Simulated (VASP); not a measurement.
Here is a VASP 6.6.1 calculation.

The input INCAR:

```
SYSTEM = Co
  PREC = Accurate
  ENCUT = 520
  EDIFF = 1E-6
  ISMEAR = -1
  SIGMA = 0.1
  LREAL = .False.
  LASPH = .True.
  NELM = 100
  ALGO = Normal
  ISIF = 2
  LWAVE = .False.
  LCHARG = .True.
  GGA = RP
  LELF = .True.
  LVHAR = .True.
  NBANDS = 20
```

The input KPOINTS:

```
regular mesh
0
Gamma
  12 12 17
  0 0 0
```

POSCAR

```
Co
1.0
    3.9408576060      0.0000000000      0.0000000000
   -1.9704288030      3.4128827994      0.0000000000
    0.0000000000      0.0000000000      2.4167129758
Co
3
Direct
    0.0000000000      0.0000000000      0.0000000000
    0.3333333333      0.6666666667      0.5000000000
    0.6666666667      0.3333333333      0.5000000000
```

Potentials or basis: VASP PAW PBE potentials, release 64 (Co).

The run is started by

```console
$ cat potpaw_PBE.64/Co/POTCAR > POTCAR
$ mpirun -np 1 vasp_std > vasp.out
```

(1) Estimate the pressure.

## Answers

(1) -0.3 GPa.

Caveat: the PAW data sets were made with another functional, which shifts forces and pressure a little; the run has no spin polarisation, though such a crystal can be magnetic.
